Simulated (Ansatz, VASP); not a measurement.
## Fe: VASP beside Ansatz

The input INCAR:

```
SYSTEM = Fe
PREC     = Accurate       ! precision mode
ENCUT    = 520            ! plane-wave cutoff, eV
EDIFF    = 1E-6           ! SCF threshold, eV
ISMEAR   = -1             ! smearing method
SIGMA    = 0.05           ! smearing width, eV
LREAL    = .FALSE.        ! projectors in reciprocal space
LASPH    = .TRUE.         ! aspherical terms in the spheres
NELM     = 150            ! most SCF steps
ALGO     = Normal         ! electronic algorithm
ISIF     = 2              ! what is computed and relaxed
LWAVE    = .FALSE.        ! write WAVECAR
LCHARG   = .FALSE.        ! write CHGCAR
ISPIN    = 2              ! spin polarisation
MAGMOM   = 4              ! initial moments
LORBIT   = 11             ! projections on sites
LMAXMIX  = 4              ! l up to which the mixer works
LDAU     = .TRUE.         ! DFT+U
LDAUTYPE = 2            
LDAUL    = 2              ! shell
LDAUU    = 6.3            ! U, eV
LDAUJ    = 0            
LDAUPRINT= 1            
GGA      = PS             ! functional
NBANDS   = 14             ! bands
```

KPOINTS

```
regular mesh
0
G
  14 14 14
  0 0 0
```

File POSCAR:

```
Fe
1.0
   -1.4357100000      1.4357100000      1.4357100000
    1.4357100000     -1.4357100000      1.4357100000
    1.4357100000      1.4357100000     -1.4357100000
Fe
1
Direct
    0.0000000000      0.0000000000      0.0000000000
```

Input for Ansatz:

```yaml
crystal:
  lattice:
    - [-1.43571, 1.43571, 1.43571]
    - [1.43571, -1.43571, 1.43571]
    - [1.43571, 1.43571, -1.43571]
  atoms:
    - { symbol: Fe, position: [0.0, 0.0, 0.0], spin: 4.0 }
magnetization:
  spin_polarized: true
hamiltonian:
  xc: pbesol
  pseudopotentials: { kind: paw }
  hubbard: { sites: [{ species: Fe, l: d, u_eff: 6.3 }] }
basis:
  ecutwfc: 420
kpoints:
  mp_grid: { grid: [14, 14, 14] }
scf:
  occupations: { method: fermi_dirac, width: 0.05 }
  lower_state_search: "off"
  algorithm: density_mixing
  max_iter: 60
  mixing: { algorithm: msr1, preconditioner: kerker }
output:
  forces: true
  stress: true
```

Alike in both runs: task single point; functional PBEsol; k mesh 14 × 14 × 14; occupations fermi-dirac, width 0.05 eV; collinear spin; Hubbard terms Fe d U = 6.3 eV.

```csv
,VASP,Ansatz
version,VASP 6.6.1,Ansatz 0.2.0
potentials or method,"VASP PAW PBE potentials, release 64 (Fe), cutoff 520 eV","PAW, plane waves, scalar-relativistic"
valence electrons in the cell,8,16
```

VASP gave:

- pressure (GPa): 11.6
- net moment per atom (μB): 3.02
- size of the moment on the site where the two differ most (μB): 3.16

Question: Estimate Ansatz's values.

Answer: Pressure (GPa): 19.6; net moment per atom (μB): 2.84; size of the moment on the site where the two differ most (μB): 2.82.

The net moments are unlike, so the other rows may belong to different states. VASP's potentials were made for PBE, not for PBEsol. Site moments also hang on the region over which each program counts them. The programs project onto different local orbitals, so the same U acts differently, and such runs can settle in different states. VASP's potentials hold 8 valence electrons a cell and Ansatz's 16, so a difference there can come from the potentials and not from the codes. Ansatz's warnings: filled band counts differ across k points.
